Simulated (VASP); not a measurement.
# Ag (I4/mmm) in VASP: further runs

Runs on Ag. Level: PBEsol. Tasks: single point.

Program: VASP 6.6.1. These are calculated values, not measurements. Logs are shortened: lines on timing, memory, paths and dates and some standing lists are left out, and cuts for length are marked.

## (1) The cell of the first run

Symmetry: I4/mmm, No. 139, tetragonal system. The conventional cell has a = 2.846 Å, b = 2.846 Å, c = 4.086 Å, α = 90.00°, β = 90.00°, γ = 90.00°. Ag (site symmetry 4/mmm) has 12 Ag at 2.85 to 2.87 Å within 3.7 Å.

## (2) Single point, PBEsol (strain -0.015 along x and y, +0.000 along z)

The input, INCAR:

```
PREC = Accurate
ENCUT = 520
EDIFF = 1E-6
ISMEAR = 0
SIGMA = 0.15
LREAL = False
LASPH = True
NELM = 80
ALGO = Normal
ISIF = 2
LWAVE = False
LCHARG = False
GGA = PS
NBANDS = 12
```

The input, KPOINTS:

```
Automatic mesh
0
Gamma
  20 20 20
```

The input, POSCAR:

```
Ag
1.0
    0.0000000000      2.0124535000      2.0431000000
    2.0124535000      0.0000000000      2.0431000000
    2.0124535000      2.0124535000      0.0000000000
Ag
1
Direct
    0.0000000000      0.0000000000      0.0000000000
```

Potentials or basis: VASP PAW PBE potentials, release 64 (Ag).

On the command line:

```
> cat potpaw_PBE.64/Ag/POTCAR > POTCAR
> mpirun -np 1 vasp_std > vasp.out
```

OUTCAR:

```text
PREC = Accurate
   ENCUT = 520
   EDIFF = 1E-6
   ISMEAR = 0
   LREAL = False
   LASPH = True
   NELM = 80
   ISIF = 2
   GGA = PS

 ion  position               nearest neighbor table
   1  0.000  0.000  0.000-

  LATTYP: Found a body centered tetragonal cell.
 ALAT       =     2.8460390333
 C/A-ratio  =     1.4357498095

  Lattice vectors:

 A1 = (  -2.0124535000,   0.0000000000,   2.0431000000)
 A2 = (   2.0124535000,   0.0000000000,   2.0431000000)
 A3 = (   0.0000000000,   2.0124535000,  -2.0431000000)

Analysis of symmetry for initial positions (statically):
=====================================================================
 Subroutine PRICEL returns:
 Original cell was already a primitive cell.

 Routine SETGRP: Setting up the symmetry group for a
 body centered tetragonal supercell.

 Subroutine GETGRP returns: Found 16 space group operations
 (whereof 16 operations were pure point group operations)
 out of a pool of 16 trial point group operations.

The static configuration has the point symmetry D_4h.

Analysis of symmetry for dynamics (positions and initial velocities):
=====================================================================
 Subroutine PRICEL returns:
 Original cell was already a primitive cell.

 Routine SETGRP: Setting up the symmetry group for a
 body centered tetragonal supercell.

 Subroutine GETGRP returns: Found 16 space group operations
 (whereof 16 operations were pure point group operations)
 out of a pool of 16 trial point group operations.

The dynamic configuration has the point symmetry D_4h.

 Subroutine INISYM returns: Found 16 space group operations
 (whereof 16 operations are pure point group operations),
 and found     1 'primitive' translations

----------------------------------------------------------------------------------------

                                     Primitive cell

  volume of cell :      16.5490

  direct lattice vectors                    reciprocal lattice vectors
     0.000000000  2.012453500  2.043100000    -0.248452946  0.248452946  0.244726151
     2.012453500  0.000000000  2.043100000     0.248452946 -0.248452946  0.244726151
     2.012453500  2.012453500  0.000000000     0.248452946  0.248452946 -0.244726151

  length of vectors
     2.867791258  2.867791258  2.846039033     0.428192272  0.428192272  0.428192272

  position of ions in fractional coordinates (direct lattice)
     0.000000000  0.000000000  0.000000000

  ion indices of the primitive-cell ions
   primitive index   ion index
                 1           1

----------------------------------------------------------------------------------------

 KPOINTS: Automatic mesh

Automatic generation of k-mesh.
 Grid dimensions read from file:
 generate k-points for:   20   20   20

 Generating k-lattice:

  Cartesian coordinates                     Fractional coordinates (reciprocal lattice)
    -0.012422647  0.012422647  0.012236308     0.050000000  0.000000000  0.000000000
     0.012422647 -0.012422647  0.012236308     0.000000000  0.050000000  0.000000000
     0.012422647  0.012422647 -0.012236308    -0.000000000 -0.000000000  0.050000000

  Length of vectors
     0.021409614  0.021409614  0.021409614

  Shift w.r.t. Gamma in fractional coordinates (k-lattice)
     0.000000000  0.000000000  0.000000000

 Subroutine IBZKPT returns following result:
 ===========================================

 Found    641 irreducible k-points:

 Following reciprocal coordinates:
            Coordinates               Weight
  0.000000  0.000000  0.000000      1.000000
  0.050000  0.000000  0.000000      8.000000
  0.100000  0.000000  0.000000      8.000000
  0.150000  0.000000  0.000000      8.000000
  0.200000  0.000000  0.000000      8.000000
  0.250000  0.000000  0.000000      8.000000
[... 16 lines left out ...]
 -0.400000  0.050000  0.000000      8.000000
 -0.350000  0.050000  0.000000      8.000000
 [... further k-points ...]
   k-points           NKPTS =    641   k-points in BZ     NKDIM =    641   number of bands    NBANDS=     12
   number of dos      NEDOS =    301   number of ions     NIONS =      1
   total plane-waves  NPLWV =  13824
   dimension x,y,z NGX =    24 NGY =   24 NGZ =   24
   dimension x,y,z NGXF=    48 NGYF=   48 NGZF=   48
   ions per type =               1
   NGX,Y,Z   is equivalent  to a cutoff of  13.91, 13.91, 14.02 a.u.
   NGXF,Y,Z  is equivalent  to a cutoff of  27.83, 27.83, 28.04 a.u.
 SYSTEM =  unknown system
   PREC   = accura    normal or accurate (medium, high low for compatibility)
   ISTART =      0    job   : 0-new  1-cont  2-samecut
   ICHARG =      2    charge: 1-file 2-atom 10-const
   ISPIN  =      1    spin polarized calculation?
   LNONCOLLINEAR =      F non collinear calculations
   LSORBIT =      F    spin-orbit coupling
   LASPH  =      T    aspherical Exc in radial PAW
   ENCUT  =  520.0 eV  38.22 Ry    6.18 a.u.   5.33  5.33  5.29*2*pi/ulx,y,z
   NELM   =     80;   NELMIN=  2; NELMDL= -5     # of ELM steps
   EDIFF  = 0.1E-05   stopping-criterion for ELM
   LREAL  =      F    real-space projection
   EDIFFG = 0.1E-04   stopping-criterion for IOM
   NSW    =      0    number of steps for IOM
   IBRION =     -1    ionic relax: 0-MD 1-quasi-New 2-CG
   NFREE  =      0    steps in history (QN), initial steepest desc. (CG)
   ISIF   =      2    stress and relaxation
   ISYM   =      2    0-nonsym 1-usesym 2-fastsym
   POTIM  = 0.5000    time-step for ionic-motion
   TEBEG  =    0.0;   TEEND  =   0.0 temperature during run
   PSTRESS=    0.0 pullay stress
   NELECT =      11.0000    total number of electrons
   NUPDOWN=      -1.0000    fix difference up-down
   EMIN   =  10.00;   EMAX   =-10.00  energy-range for DOS
   EFERMI =   0.00;   METHOD = LEGACY
   ISMEAR =     0;   SIGMA  =   0.15  broadening in eV -4-tet -1-fermi 0-gaus
   EFERMI_NEDOS =   21; number of points for ismear=-14 and -15
   IALGO  =     38    algorithm
   IMIX   =      4    mixing-type and parameters
     AMIX     =   0.40;   BMIX     =  1.00
     AMIX_MAG =   1.60;   BMIX_MAG =  1.00
  volume/ion in A,a.u.               =      16.55       111.68
  Fermi-wavevector in a.u.,A,eV,Ry     =   1.428725  2.699899 27.772959  2.041255
  Thomas-Fermi vector in A             =   2.548756
   LORBIT       =      0    0 simple, 1 ext, 2 COOP (PROOUT), +10 PAW based schemes
   GGA     = PS    functional components
   LHFCALC =     F    Hartree Fock is set to
   AEXX    =    0.0000 exact exchange contribution
   IVDW    =     0    specifies the selected vdW correction
   LEPSILON=     F    determine dielectric tensor
   LRPA    =     F    only Hartree local field effects (RPA)
 non-spin polarized calculation
 Gauss-broadening in eV      SIGMA  =   0.15
  energy-cutoff  :      520.00
  volume of cell :       16.55
 maximum number of plane-waves:       459
 NGX is ok and might be reduce to    24
   NGX = 11   NGY = 11   NGZ = 11

 number of electron      11.0000001 magnetization

 Free energy of the ion-electron system (eV)
  ---------------------------------------------------
  ext. energy  EPLUGINS =         0.00000000
  ---------------------------------------------------
  free energy    TOTEN  =        -3.31207487 eV

  energy without entropy =       -3.30970743  energy(sigma->0) =       -3.31089115

 E-fermi :   8.6412     XC(G=0): -12.5910

 val. band max:        8.6358835399   @ k =   0.5000   0.3000   0.1000
 cond. band min:       8.6714684204   @ k =   0.5000   0.1000   0.0000
 fundamental gap:      0.0355848805
 Fermi energy:         8.6411870799

 k-point     1 :       0.0000    0.0000    0.0000
  band No.  band energies     occupation
      1       0.5991      2.00000
      2       3.7055      2.00000
      3       3.8068      2.00000
      4       3.8068      2.00000
      5       4.8223      2.00000
      6       4.9282      2.00000
      7      24.7036      0.00000
      8      28.3032      0.00000
      9      28.5235      0.00000
     10      28.5235      0.00000
     11      33.3451      0.00000
     12      34.6105      0.00000

 k-point     2 :       0.0500    0.0000    0.0000
  band No.  band energies     occupation
      1       0.6796      2.00000
      2       3.7112      2.00000
      3       3.8044      2.00000
      4       3.8299      2.00000
      5       4.8141      2.00000
      6       4.9178      2.00000
      7      24.7329      0.00000
      8      27.7389      0.00000
      9      28.4292      0.00000
     10      28.5645      0.00000
     11      33.5542      0.00000
     12      34.5265      0.00000

 k-point     3 :       0.1000    0.0000    0.0000
  band No.  band energies     occupation
      1       0.9142      2.00000
      2       3.6897      2.00000
      3       3.8378      2.00000
      4       3.8924      2.00000
      5       4.7975      2.00000
      6       4.8935      2.00000
      7      24.6633      0.00000
      8      26.4089      0.00000
      9      28.5308      0.00000
     10      28.6718      0.00000
     11      32.8569      0.00000
     12      34.1933      0.00000
[... 286 lines left out ...]
 k-point    23 :      -0.4000    0.0500    0.0000
  band No.  band energies     occupation
      1       2.1599      2.00000
      2       3.7236      2.00000
      3       3.8650      2.00000
      4       5.4482      2.00000
      5       5.5183      2.00000
      6       7.2494      2.00000
      7      13.9419      0.00000
      8      23.9726      0.00000
      9      26.1610      0.00000
     10      27.5153      0.00000
     11      32.0697      0.00000
     12      32.0822      0.00000

 k-point    24 :      -0.3500    0.0500    0.0000
  band No.  band energies     occupation
      1       2.2115      2.00000
      2       3.7843      2.00000
      3       3.9189      2.00000
      4       5.1695      2.00000
      5       5.3356      2.00000
      6       6.3013      2.00000
      7      15.5966      0.00000
      8      24.2131      0.00000
      9      26.4600      0.00000
     10      28.2844      0.00000
     11      31.8904      0.00000
     12      31.9014      0.00000

 [... further k-points ...]
[... 5 lines left out ...]
  --------------------------------------------------------------------------------------
  -------------------------------------------------------------------------------------
  Total        0.0846057      0.0846057      0.0123859      0.0000000      0.0000000     -0.0000000
  in kB        8.1910334      8.1910334      1.1991357      0.0000000      0.0000000     -0.0000000
  external PRESSURE =       5.8604009 kB  Pullay stress =       0.0000000 kB

 VOLUME and BASIS-vectors are now :
 -----------------------------------------------------------------------------
  energy-cutoff  :      520.00
  volume of cell :       16.55
      direct lattice vectors                 reciprocal lattice vectors
     0.000000000  2.012453500  2.043100000    -0.248452946  0.248452946  0.244726151
     2.012453500  0.000000000  2.043100000     0.248452946 -0.248452946  0.244726151
     2.012453500  2.012453500  0.000000000     0.248452946  0.248452946 -0.244726151

 POSITION                                       TOTAL-FORCE (eV/Angst)
 -----------------------------------------------------------------------------------
      0.00000      0.00000      0.00000        -0.000000      0.000000      0.000000
 -----------------------------------------------------------------------------------
    total drift:                               -0.000000      0.000000     -0.000000

  FREE ENERGIE OF THE ION-ELECTRON SYSTEM (eV)
  ---------------------------------------------------
  free  energy   TOTEN  =        -3.3120748728 eV

  energy  without entropy=       -3.3097074277  energy(sigma->0) =       -3.31089115
```

It took 40 s on 1 thread of Intel Xeon 6975P-C (Granite Rapids), shared host; peak memory 0.24 GiB.

Results:

* Free energy: -3.3121 eV
* Pressure: 0.6 GPa

Stress tensor (GPa, compression positive):
```
0.82 0.00 0.00
0.00 0.82 0.00
0.00 0.00 0.12
```

Caveat: the cell differs from its parent crystal (strain -0.015 along x and y, +0.000 along z); the PAW data sets were made with another functional, which shifts forces and pressure a little.

## (3) Single point, PBEsol (strain +0.000 along x and y, -0.015 along z)

The input, INCAR:

```
PREC = Accurate
ENCUT = 520
EDIFF = 1E-6
ISMEAR = 0
SIGMA = 0.15
LREAL = F
LASPH = T
NELM = 60
ALGO = Normal
ISIF = 2
LWAVE = F
LCHARG = F
GGA = PS
NBANDS = 12
```

The input, KPOINTS:

```
regular mesh
0
Gamma
  20 20 20
```

The input, POSCAR:

```
Ag
1.0
    0.0000000000      2.0431000000      2.0124535000
    2.0431000000      0.0000000000      2.0124535000
    2.0431000000      2.0431000000      0.0000000000
Ag
1
Direct
    0.0000000000      0.0000000000      0.0000000000
```

Potentials or basis: VASP PAW PBE potentials, release 64 (Ag).

On the command line:

```
> cat potpaw_PBE.64/Ag/POTCAR > POTCAR
> mpirun -np 1 vasp_std > vasp.out
```

OUTCAR:

```text
PREC = Accurate
   ENCUT = 520
   EDIFF = 1E-6
   ISMEAR = 0
   LREAL = F
   LASPH = T
   NELM = 60
   ISIF = 2
   GGA = PS

 ion  position               nearest neighbor table
   1  0.000  0.000  0.000-

  LATTYP: Found a body centered tetragonal cell.
 ALAT       =     2.8893797293
 C/A-ratio  =     1.3930003589

  Lattice vectors:

 A1 = (   0.0000000000,  -2.0431000000,  -2.0124535000)
 A2 = (   0.0000000000,   2.0431000000,  -2.0124535000)
 A3 = (   2.0431000000,   0.0000000000,   2.0124535000)

Analysis of symmetry for initial positions (statically):
=====================================================================
 Subroutine PRICEL returns:
 Original cell was already a primitive cell.

 Routine SETGRP: Setting up the symmetry group for a
 body centered tetragonal supercell.

 Subroutine GETGRP returns: Found 16 space group operations
 (whereof 16 operations were pure point group operations)
 out of a pool of 16 trial point group operations.

The static configuration has the point symmetry D_4h.

Analysis of symmetry for dynamics (positions and initial velocities):
[... 160 lines left out ...]
 val. band max:        8.4188997605   @ k =  -0.2000   0.3000   0.2000
 cond. band min:       8.4242329607   @ k =   0.4500   0.3000   0.0000
 fundamental gap:      0.0053332002
 Fermi energy:         8.4239368341

 k-point     1 :       0.0000    0.0000    0.0000
  band No.  band energies     occupation
      1       0.4978      2.00000
      2       3.5826      2.00000
      3       3.5826      2.00000
      4       3.6790      2.00000
      5       4.6375      2.00000
      6       4.7383      2.00000
      7      24.4579      0.00000
      8      28.0440      0.00000
      9      28.0440      0.00000
     10      28.2567      0.00000
     11      32.9708      0.00000
     12      34.0713      0.00000
[... 331 lines left out ...]
 k-point    24 :      -0.3500    0.0500    0.0000
  band No.  band energies     occupation
      1       2.0924      2.00000
      2       3.6687      2.00000
      3       3.7145      2.00000
      4       4.9770      2.00000
      5       5.1524      2.00000
      6       6.0713      2.00000
      7      15.3360      0.00000
      8      24.1065      0.00000
      9      26.1570      0.00000
     10      27.5565      0.00000
     11      31.1499      0.00000
     12      31.5947      0.00000

 [... further k-points ...]
[... 5 lines left out ...]
  --------------------------------------------------------------------------------------
  -------------------------------------------------------------------------------------
  Total       -0.1445023     -0.1445023     -0.0841642      0.0000000      0.0000000      0.0000000
  in kB      -13.7800297    -13.7800297     -8.0260666      0.0000000      0.0000000      0.0000000
  external PRESSURE =     -11.8620420 kB  Pullay stress =       0.0000000 kB

 VOLUME and BASIS-vectors are now :
 -----------------------------------------------------------------------------
  energy-cutoff  :      520.00
  volume of cell :       16.80
      direct lattice vectors                 reciprocal lattice vectors
     0.000000000  2.043100000  2.012453500    -0.244726151  0.244726151  0.248452946
     2.043100000  0.000000000  2.012453500     0.244726151 -0.244726151  0.248452946
     2.043100000  2.043100000  0.000000000     0.244726151  0.244726151 -0.248452946

 POSITION                                       TOTAL-FORCE (eV/Angst)
 -----------------------------------------------------------------------------------
      0.00000      0.00000      0.00000         0.000000      0.000000     -0.000000
 -----------------------------------------------------------------------------------
    total drift:                               -0.000000      0.000000     -0.000000

  FREE ENERGIE OF THE ION-ELECTRON SYSTEM (eV)
  ---------------------------------------------------
  free  energy   TOTEN  =        -3.3117778298 eV

  energy  without entropy=       -3.3094549116  energy(sigma->0) =       -3.31061637
```

stdout:

```text
POSCAR found type information on POSCAR Ag
 POSCAR found :  1 types and       1 ions
 scaLAPACK will be used
 -----------------------------------------------------------------------------
|                                                                             |
|                                                                             |
|     You enforced a specific xc type in the INCAR file but a different       |
|     I HOPE YOU KNOW WHAT YOU ARE DOING!                                     |
|                                                                             |
 -----------------------------------------------------------------------------

 LDA part: xc-table for (Slater+PW92), standard interpolation
 POSCAR, INCAR and KPOINTS ok, starting setup
 FFT: planning ... GRIDC
 FFT: planning ... GRID_SOFT
 FFT: planning ... GRID
 WAVECAR not read
 entering main loop
```

Wall time 35 s (1 thread of Intel Xeon 6975P-C (Granite Rapids), shared host); peak memory 0.24 GiB.

What came out:

```yaml
Free_energy: -3.3118 eV
Pressure: -1.2 GPa
```

Stress tensor (GPa, compression positive):
```
-1.38  0.00  0.00
 0.00 -1.38  0.00
 0.00  0.00 -0.80
```

Caveat: the cell differs from its parent crystal (strain +0.000 along x and y, -0.015 along z); the PAW data sets were made with another functional, which shifts forces and pressure a little.
